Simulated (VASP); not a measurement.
# Sc2Al in VASP: notebook

The runs below take Sc2Al through single point, with PBEsol.

Everything below comes from runs of VASP 6.6.1. Logs are shortened: lines on timing, memory, paths and dates and some standing lists are left out, and cuts for length are marked.

### Step 1. The cell of the first run

The cell holds a slab with vacuum, 12 atoms: a = 4.851 Å, b = 4.851 Å, c = 25.650 Å, α = 90.00°, β = 90.00°, γ = 120.00°.

### Step 2. Single point, PBEsol

The input, INCAR:

```
SYSTEM = Sc2Al
PREC = Accurate ; ENCUT = 520
EDIFF = 1E-6 ; ISMEAR = 0
SIGMA = 0.1 ; LREAL = .FALSE.
LASPH = .TRUE. ; NELM = 60
ALGO = Normal ; ISIF = 2
LWAVE = .FALSE. ; LCHARG = .FALSE.
LDIPOL = .TRUE. ; IDIPOL = 3
DIPOL = 0.5 0.5 0.490 ; GGA = PS
NBANDS = 62
```

The input, KPOINTS:

```
Automatic mesh
0
G
  2 2 1
  0 0 0
```

The input, POSCAR:

```
Sc2Al
1.0
    4.8508989718      0.0000000000      0.0000000000
   -2.4254494859      4.2010017408      0.0000000000
    0.0000000000      0.0000000000     25.6495398096
Sc Al
8 4
Direct
    0.6666666667      0.3333333333      0.2924029069
    0.0000000000      0.0000000000      0.3517163620
    0.3333333333      0.6666666667      0.4110298172
    0.0000000000      0.0000000000      0.4703432724
    0.6666666667      0.3333333333      0.5296567276
    0.0000000000      0.0000000000      0.5889701828
    0.3333333333      0.6666666667      0.6482836380
    0.0000000000      0.0000000000      0.7075970931
    0.3333333333      0.6666666667      0.2924029069
    0.6666666667      0.3333333333      0.4110298172
    0.3333333333      0.6666666667      0.5296567276
    0.6666666667      0.3333333333      0.6482836380
```

Potentials or basis: VASP PAW PBE potentials, release 64 (Sc_sv, Al).

On the command line:

```sh
$ cat potpaw_PBE.64/Sc_sv/POTCAR potpaw_PBE.64/Al/POTCAR > POTCAR
$ mpirun -np 1 vasp_std > vasp.out
```

OUTCAR:

```text
SYSTEM = Sc2Al
   PREC = Accurate
   ENCUT = 520
   EDIFF = 1E-6
   ISMEAR = 0
   LREAL = .FALSE.
   LASPH = .TRUE.
   NELM = 60
   ISIF = 2
   GGA = PS

 ion  position               nearest neighbor table
   1  0.667  0.333  0.292-   9 2.80   9 2.80   9 2.80  10 3.04   2 3.19   2 3.19   2 3.19
   2  0.000  0.000  0.352-   4 3.04   1 3.19   9 3.19   1 3.19   9 3.19   1 3.19   9 3.19   3 3.19
                            10 3.19   3 3.19  10 3.19   3 3.19  10 3.19
   3  0.333  0.667  0.411-  10 2.80  10 2.80  10 2.80   9 3.04  11 3.04   4 3.19   2 3.19   4 3.19
                             2 3.19   4 3.19   2 3.19
   4  0.000  0.000  0.470-   6 3.04   2 3.04   5 3.19   3 3.19  10 3.19  11 3.19   5 3.19  10 3.19
                             3 3.19  11 3.19   5 3.19  10 3.19   3 3.19  11 3.19
   5  0.667  0.333  0.530-  11 2.80  11 2.80  11 2.80  10 3.04  12 3.04   4 3.19   6 3.19   4 3.19
                             6 3.19   4 3.19   6 3.19
   6  0.000  0.000  0.589-   8 3.04   4 3.04   5 3.19  11 3.19   7 3.19  12 3.19   5 3.19  11 3.19
                             7 3.19  12 3.19  11 3.19   5 3.19   7 3.19  12 3.19
   7  0.333  0.667  0.648-  12 2.80  12 2.80  12 2.80  11 3.04   8 3.19   8 3.19   8 3.19   6 3.19
                             6 3.19   6 3.19
   8  0.000  0.000  0.708-   6 3.04   7 3.19  12 3.19  12 3.19   7 3.19  12 3.19   7 3.19
   9  0.333  0.667  0.292-   1 2.80   1 2.80   1 2.80   3 3.04   2 3.19   2 3.19   2 3.19
  10  0.667  0.333  0.411-   3 2.80   3 2.80   3 2.80   1 3.04   5 3.04   4 3.19   2 3.19   4 3.19
                             2 3.19   4 3.19   2 3.19
  11  0.333  0.667  0.530-   5 2.80   5 2.80   5 2.80   3 3.04   7 3.04   4 3.19   6 3.19   6 3.19
                             4 3.19   6 3.19   4 3.19
  12  0.667  0.333  0.648-   7 2.80   7 2.80   7 2.80   5 3.04   8 3.19   8 3.19   8 3.19   6 3.19
                             6 3.19   6 3.19

  LATTYP: Found a hexagonal cell.
 ALAT       =     4.8508989718
 C/A-ratio  =     5.2875848289

  Lattice vectors:

 A1 = (   4.8508989718,   0.0000000000,   0.0000000000)
 A2 = (  -2.4254494859,   4.2010017408,   0.0000000000)
 A3 = (   0.0000000000,   0.0000000000,  25.6495398096)

Analysis of symmetry for initial positions (statically):
=====================================================================
 Subroutine PRICEL returns:
 Original cell was already a primitive cell.

 Routine SETGRP: Setting up the symmetry group for a
 hexagonal supercell.

 Subroutine GETGRP returns: Found  6 space group operations
 (whereof  6 operations were pure point group operations)
 out of a pool of 24 trial point group operations.

The static configuration has the point symmetry C_3v.

Analysis of symmetry for dynamics (positions and initial velocities):
=====================================================================
 Subroutine PRICEL returns:
 Original cell was already a primitive cell.

 Routine SETGRP: Setting up the symmetry group for a
 hexagonal supercell.

 Subroutine GETGRP returns: Found  6 space group operations
 (whereof  6 operations were pure point group operations)
 out of a pool of 24 trial point group operations.

The dynamic configuration has the point symmetry C_3v.

 Subroutine INISYM returns: Found  6 space group operations
 (whereof  6 operations are pure point group operations),
 and found     1 'primitive' translations

----------------------------------------------------------------------------------------

                                     Primitive cell

  volume of cell :     522.7026

  direct lattice vectors                    reciprocal lattice vectors
     4.850898972  0.000000000  0.000000000     0.206147357  0.119019232  0.000000000
    -2.425449486  4.201001741  0.000000000     0.000000000  0.238038464  0.000000000
     0.000000000  0.000000000 25.649539810     0.000000000  0.000000000  0.038987054

  length of vectors
     4.850898972  4.850898972 25.649539810     0.238038464  0.238038464  0.038987054

  position of ions in fractional coordinates (direct lattice)
     0.666666667  0.333333333  0.292402907
     0.000000000  0.000000000  0.351716362
     0.333333333  0.666666667  0.411029817
     0.000000000  0.000000000  0.470343272
     0.666666667  0.333333333  0.529656728
     0.000000000  0.000000000  0.588970183
     0.333333333  0.666666667  0.648283638
     0.000000000  0.000000000  0.707597093
     0.333333333  0.666666667  0.292402907
     0.666666667  0.333333333  0.411029817
     0.333333333  0.666666667  0.529656728
     0.666666667  0.333333333  0.648283638

  ion indices of the primitive-cell ions
   primitive index   ion index
                 1           1
                 2           2
                 3           3
                 4           4
                 5           5
                 6           6
                 7           7
                 8           8
                 9           9
                10          10
                11          11
                12          12

----------------------------------------------------------------------------------------

 KPOINTS: Automatic mesh

Automatic generation of k-mesh.
 Grid dimensions read from file:
 generate k-points for:    2    2    1

 Generating k-lattice:

  Cartesian coordinates                     Fractional coordinates (reciprocal lattice)
     0.103073678  0.059509616  0.000000000     0.500000000  0.000000000  0.000000000
     0.000000000  0.119019232  0.000000000     0.000000000  0.500000000  0.000000000
     0.000000000  0.000000000  0.038987054     0.000000000  0.000000000  1.000000000

  Length of vectors
     0.119019232  0.119019232  0.038987054

  Shift w.r.t. Gamma in fractional coordinates (k-lattice)
     0.000000000  0.000000000  0.000000000

 Subroutine IBZKPT returns following result:
 ===========================================

 Found      2 irreducible k-points:

 Following reciprocal coordinates:
            Coordinates               Weight
  0.000000  0.000000  0.000000      1.000000
  0.500000  0.000000  0.000000      3.000000
   k-points           NKPTS =      2   k-points in BZ     NKDIM =      2   number of bands    NBANDS=     62
   number of dos      NEDOS =    301   number of ions     NIONS =     12
   total plane-waves  NPLWV = 248832
   dimension x,y,z NGX =    36 NGY =   36 NGZ =  192
   dimension x,y,z NGXF=    72 NGYF=   72 NGZF=  384
   ions per type =               8   4
   NGX,Y,Z   is equivalent  to a cutoff of  12.34, 12.34, 12.44 a.u.
   NGXF,Y,Z  is equivalent  to a cutoff of  24.68, 24.68, 24.89 a.u.
 SYSTEM =  Sc2Al
   PREC   = accura    normal or accurate (medium, high low for compatibility)
   ISTART =      0    job   : 0-new  1-cont  2-samecut
   ICHARG =      2    charge: 1-file 2-atom 10-const
   ISPIN  =      1    spin polarized calculation?
   LNONCOLLINEAR =      F non collinear calculations
   LSORBIT =      F    spin-orbit coupling
   LASPH  =      T    aspherical Exc in radial PAW
   ENCUT  =  520.0 eV  38.22 Ry    6.18 a.u.   9.02  9.02 47.69*2*pi/ulx,y,z
   NELM   =     60;   NELMIN=  2; NELMDL= -5     # of ELM steps
   EDIFF  = 0.1E-05   stopping-criterion for ELM
   LREAL  =      F    real-space projection
   EDIFFG = 0.1E-04   stopping-criterion for IOM
   NSW    =      0    number of steps for IOM
   IBRION =     -1    ionic relax: 0-MD 1-quasi-New 2-CG
   NFREE  =      0    steps in history (QN), initial steepest desc. (CG)
   ISIF   =      2    stress and relaxation
   ISYM   =      2    0-nonsym 1-usesym 2-fastsym
   POTIM  = 0.5000    time-step for ionic-motion
   TEBEG  =    0.0;   TEEND  =   0.0 temperature during run
   PSTRESS=    0.0 pullay stress
   NELECT =     100.0000    total number of electrons
   NUPDOWN=      -1.0000    fix difference up-down
   EMIN   =  10.00;   EMAX   =-10.00  energy-range for DOS
   EFERMI =   0.00;   METHOD = LEGACY
   ISMEAR =     0;   SIGMA  =   0.10  broadening in eV -4-tet -1-fermi 0-gaus
   EFERMI_NEDOS =   21; number of points for ismear=-14 and -15
   IALGO  =     38    algorithm
   IMIX   =      4    mixing-type and parameters
     AMIX     =   0.40;   BMIX     =  1.00
     AMIX_MAG =   1.60;   BMIX_MAG =  1.00
  volume/ion in A,a.u.               =      43.56       293.95
  Fermi-wavevector in a.u.,A,eV,Ry     =   0.943315  1.782606 12.107044  0.889843
  Thomas-Fermi vector in A             =   2.071010
   LORBIT       =      0    0 simple, 1 ext, 2 COOP (PROOUT), +10 PAW based schemes
   GGA     = PS    functional components
   LHFCALC =     F    Hartree Fock is set to
   AEXX    =    0.0000 exact exchange contribution
   IVDW    =     0    specifies the selected vdW correction
   LEPSILON=     F    determine dielectric tensor
   LRPA    =     F    only Hartree local field effects (RPA)
 non-spin polarized calculation
 Gauss-broadening in eV      SIGMA  =   0.10
  energy-cutoff  :      520.00
  volume of cell :      522.70
 maximum number of plane-waves:     14098
   NGX = 19   NGY = 19   NGZ = 95

 number of electron     100.0000000 magnetization

 dipolmoment           0.000000      0.000000      0.101079 electrons x Angstroem

 number of electron      99.9999989 magnetization

 dipolmoment           0.000000      0.000000     -0.124573 electrons x Angstroem

 Free energy of the ion-electron system (eV)
  ---------------------------------------------------
  ext. energy  EPLUGINS =         0.00000000
  ---------------------------------------------------
  free energy    TOTEN  =       -68.62341404 eV

  energy without entropy =      -68.51335733  energy(sigma->0) =      -68.56838569

 E-fermi :   0.6559     XC(G=0):  -5.6946

 val. band max:        0.6072814404   @ k =   0.5000   0.0000   0.0000
 cond. band min:       0.7172399309   @ k =   0.5000   0.0000   0.0000
 fundamental gap:      0.1099584905
 Fermi energy:         0.6559136475

 k-point     1 :       0.0000    0.0000    0.0000
  band No.  band energies     occupation
      1     -49.5447      2.00000
      2     -48.8942      2.00000
      3     -48.6962      2.00000
      4     -48.6182      2.00000
      5     -48.4846      2.00000
      6     -48.4326      2.00000
[... 54 lines left out ...]
     61       2.6336      0.00000
     62       2.6571      0.00000

 k-point     2 :       0.5000    0.0000    0.0000
  band No.  band energies     occupation
      1     -49.5442      2.00000
      2     -48.8923      2.00000
      3     -48.6969      2.00000
      4     -48.6168      2.00000
      5     -48.4716      2.00000
      6     -48.4376      2.00000
[... 54 lines left out ...]
     61       1.9484      0.00000
     62       2.0549      0.00000

------------------------ aborting loop because EDIFF is reached ----------------------------------------

 vacuum level on the upper side and lower side of the slab       (xc-potential included)        -0.731         0.336

  FORCE on cell =-STRESS in cart. coord.  units (eV):
  Direction    XX          YY          ZZ          XY          YZ          ZX
  --------------------------------------------------------------------------------------
  -------------------------------------------------------------------------------------
  Total       -0.6247655     -0.6247655     -3.9184914     -0.0000000      0.0000000      0.0000000
  in kB       -1.9150184     -1.9150184    -12.0108795     -0.0000000      0.0000000      0.0000000
  external PRESSURE =      -5.2803054 kB  Pullay stress =       0.0000000 kB

 VOLUME and BASIS-vectors are now :
 -----------------------------------------------------------------------------
  energy-cutoff  :      520.00
  volume of cell :      522.70
      direct lattice vectors                 reciprocal lattice vectors
     4.850898972  0.000000000  0.000000000     0.206147357  0.119019232  0.000000000
    -2.425449486  4.201001741  0.000000000     0.000000000  0.238038464  0.000000000
     0.000000000  0.000000000 25.649539810     0.000000000  0.000000000  0.038987054

 POSITION                                       TOTAL-FORCE (eV/Angst)
 -----------------------------------------------------------------------------------
      2.42545      1.40033      7.50000        -0.000000     -0.000000     -0.123909
      0.00000      0.00000      9.02136         0.000000     -0.000000     -0.327939
     -0.00000      2.80067     10.54273         0.000000      0.000000     -0.338253
      0.00000      0.00000     12.06409         0.000000     -0.000000      0.094948
      2.42545      1.40033     13.58545        -0.000000     -0.000000     -0.147137
      0.00000      0.00000     15.10681         0.000000     -0.000000      0.327701
     -0.00000      2.80067     16.62818        -0.000000      0.000000     -0.327951
      0.00000      0.00000     18.14954         0.000000     -0.000000     -0.237067
     -0.00000      2.80067      7.50000         0.000000     -0.000000      1.050670
      2.42545      1.40033     10.54273         0.000000     -0.000000     -0.194717
     -0.00000      2.80067     13.58545         0.000000     -0.000000      0.083253
      2.42545      1.40033     16.62818        -0.000000      0.000000      0.140400
 -----------------------------------------------------------------------------------
    total drift:                               -0.000000      0.000000      0.000334

  FREE ENERGIE OF THE ION-ELECTRON SYSTEM (eV)
  ---------------------------------------------------
  free  energy   TOTEN  =       -68.6234140438 eV

  energy  without entropy=      -68.5133573317  energy(sigma->0) =      -68.56838569

 vacuum level on the upper side and lower side of the slab         3.206         4.306
```

Wall time 2.6 min (1 thread of Intel Xeon 6975P-C (Granite Rapids), shared host); peak memory 0.54 GiB.

Results:

```
Free energy            : -68.6234 eV
Largest force          : 1.051 eV/Å
Band gap on the k mesh : 0.11 eV, direct
```

Forces on the atoms (eV/Å):
```
Sc   0.000  0.000 -0.124
Sc   0.000  0.000 -0.328
Sc   0.000  0.000 -0.338
Sc   0.000  0.000  0.095
Sc   0.000  0.000 -0.147
Sc   0.000  0.000  0.328
Sc   0.000  0.000 -0.328
Sc   0.000  0.000 -0.237
Al   0.000  0.000  1.051
Al   0.000  0.000 -0.195
Al   0.000  0.000  0.083
Al   0.000  0.000  0.140
```

Levels at points of the mesh, in eV from the valence-band top:
| k point | band 48 | band 49 | band 50 | band 51 | band 52 | band 53 |
| --- | --- | --- | --- | --- | --- | --- |
| (0.00, 0.00, 0.00) | -0.47 | -0.04 | -0.04 | 0.11 | 0.11 | 0.17 |
| (0.50, 0.00, 0.00) | -0.46 | -0.08 | 0.00 | 0.11 | 0.38 | 0.45 |

Caveat: the k points lie up to 0.75 Å⁻¹ apart; the PAW data sets were made with another functional, which shifts forces and pressure a little.

### Step 3. Single point, PBEsol

This run uses another cell than the first one: it holds 6 atoms, not 12.

The input, INCAR:

```
SYSTEM = Sc2Al
PREC = Accurate ; ENCUT = 520
EDIFF = 1E-6 ; ISMEAR = 0
SIGMA = 0.1 ; LREAL = .False.
LASPH = .True. ; NELM = 80
ALGO = Normal ; ISIF = 2
LWAVE = .False. ; LCHARG = .False.
LDIPOL = .True. ; IDIPOL = 3
DIPOL = 0.5 0.5 0.487 ; GGA = PS
NBANDS = 34
```

The input, KPOINTS:

```
regular mesh
0
Gamma
  9 9 1
  0 0 0
```

The input, POSCAR:

```
Sc2Al
1.0
    4.8508989718      0.0000000000      0.0000000000
   -2.4254494859      4.2010017408      0.0000000000
    0.0000000000      0.0000000000     19.5640884898
Sc Al
4 2
Direct
    0.6666666667      0.3333333333      0.3833554527
    0.0000000000      0.0000000000      0.4611184842
    0.3333333333      0.6666666667      0.5388815158
    0.0000000000      0.0000000000      0.6166445473
    0.3333333333      0.6666666667      0.3833554527
    0.6666666667      0.3333333333      0.5388815158
```

Potentials or basis: VASP PAW PBE potentials, release 64 (Sc_sv, Al).

On the command line:

```sh
$ cat potpaw_PBE.64/Sc_sv/POTCAR potpaw_PBE.64/Al/POTCAR > POTCAR
$ mpirun -np 1 vasp_std > vasp.out
```

It took 3.2 min on 1 thread of Intel Xeon 6975P-C (Granite Rapids), shared host; peak memory 0.52 GiB.

Results (log left out):

* Free energy: -32.5856 eV
* Largest force: 0.915 eV/Å
* Band gap on the k mesh: zero (band 25 reaches -0.68 eV, above the bottom of band 26 at -0.77 eV)

Forces on the atoms (eV/Å):
```
Sc   0.000  0.000 -0.250
Sc   0.000  0.000 -0.269
Sc   0.000  0.000 -0.707
Sc   0.000  0.000  0.105
Al   0.000  0.000  0.915
Al   0.000  0.000  0.206
```

Levels at points of the mesh, in eV from the Fermi level:
```csv
k point,band 23,band 24,band 25,band 26,band 27,band 28
"(0.00, 0.00, 0.00)",-0.69,-0.65,0.05,0.05,0.25,0.25
```

Caveat: the PAW data sets were made with another functional, which shifts forces and pressure a little.
